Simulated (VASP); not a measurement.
## Si: relaxation of the atoms with PBEsol

Crystal: Si.

```
Si
1.0
     3.84386    0.00000    0.00000
    -1.92193    3.32888    0.00000
     0.00000    0.00000    6.31537
Si
4
Direct
  0.33333 0.66667 0.99946
  0.66667 0.33333 0.49946
  0.33333 0.66667 0.37454
  0.66667 0.33333 0.87454
```

This cell differs from its parent crystal: strained cell.

```yaml
Program: VASP 6.6.1
Task: relaxation of the atoms
Functional: PBEsol
Potentials_or_basis: VASP PAW PBE potentials, release 64 (Si)
Cutoff: 520 eV
k_mesh: 9 × 9 × 6
Occupations: gaussian, width 0.01 eV
Spin: no spin polarisation
Dipole_correction: no
Further_INCAR_settings: ALGO = Normal; EDIFF = 1e-06; IBRION = 2; EDIFFG = -0.002; NSW = 60
```

- Energy gained by relaxing: 0.0 meV/atom
- Ionic steps: 3
- Pressure after relaxing: -0.7 GPa
- Band gap on the k mesh: 0.33 eV, indirect (least direct gap 0.88 eV)

Stress tensor (GPa, compression positive):
```
-1.00  0.00  0.00
 0.00 -1.00  0.00
 0.00  0.00  0.03
```

Final structure:
```
CELL_PARAMETERS angstrom
3.84386 0.00000 0.00000
-1.92193 3.32888 0.00000
0.00000 0.00000 6.31537
ATOMIC_POSITIONS crystal
Si 0.33333 0.66667 0.99956
Si 0.66667 0.33333 0.49956
Si 0.33333 0.66667 0.37444
Si 0.66667 0.33333 0.87444
```

Levels at points of the mesh, in eV from the valence-band top:
```
           k point  band 4  band 5  band 6  band 7  band 8  band 9  band 10  band 11  band 12
(0.00, 0.00, 0.00)   -1.55   -1.55   -0.30    0.00    0.00    0.88     1.93     1.93     2.39
(0.00, 0.00, 0.50)   -4.20   -0.95   -0.95   -0.95   -0.95    1.68     1.68     2.92     2.92
```

It took 32 s on 1 thread of Intel(R) Xeon(R) 6975P-C (Granite Rapids) (shared host), peak memory 0.2 GiB.

Caveat: the cell differs from its parent crystal (strained cell); the PAW data sets were made with another functional, which shifts forces and pressure a little. A k mesh can miss the band edges.
